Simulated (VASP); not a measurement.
A run of VASP 6.6.1 is set up as follows.

The input INCAR:

```
SYSTEM = Mg2BeS3
  PREC = Accurate
  ENCUT = 600
  EDIFF = 1E-6
  ISMEAR = 0
  SIGMA = 0.1
  LREAL = .FALSE.
  LASPH = .TRUE.
  NELM = 120
  ALGO = Normal
  ISIF = 2
  LWAVE = .FALSE.
  LCHARG = .FALSE.
  GGA = PE
  NBANDS = 21
  GGA_COMPAT = .FALSE.
```

The input KPOINTS:

```
Automatic mesh
0
G
  6 6 2
  0 0 0
```

File POSCAR:

```
Mg2BeS3
1.0
    3.5341988171      0.0000000000      0.0000000000
    0.0000000000      3.5503569455      0.0000000000
    0.0000000000      0.0000000000     11.7212583206
Mg Be S
2 1 3
Direct
    0.5000000000      0.0000000000      0.0944796580
    0.0000000000      0.0000000000      0.5143858652
    0.5000000000      0.5000000000      0.6289327405
    0.0000000000      0.5000000000      0.1011300518
    0.0000000000      0.5000000000      0.7067212805
    0.5000000000      0.5000000000      0.4543504341
```

Potentials or basis: VASP PAW PBE potentials, release 64 (Mg, Be, S).

Launch:

```sh
$ cat potpaw_PBE.64/Mg/POTCAR potpaw_PBE.64/Be/POTCAR potpaw_PBE.64/S/POTCAR > POTCAR
$ mpirun -np 1 vasp_std > vasp.out
```

(1) Estimate the band gap on the k mesh.

(2) Predict the pressure.

(3) Predict the largest force.

Results:

(1) 0.46 eV.

(2) -0.1 GPa.

(3) 0.018 eV/Å.

Caveat: semilocal functionals underestimate gaps, and a narrow one can read as zero.
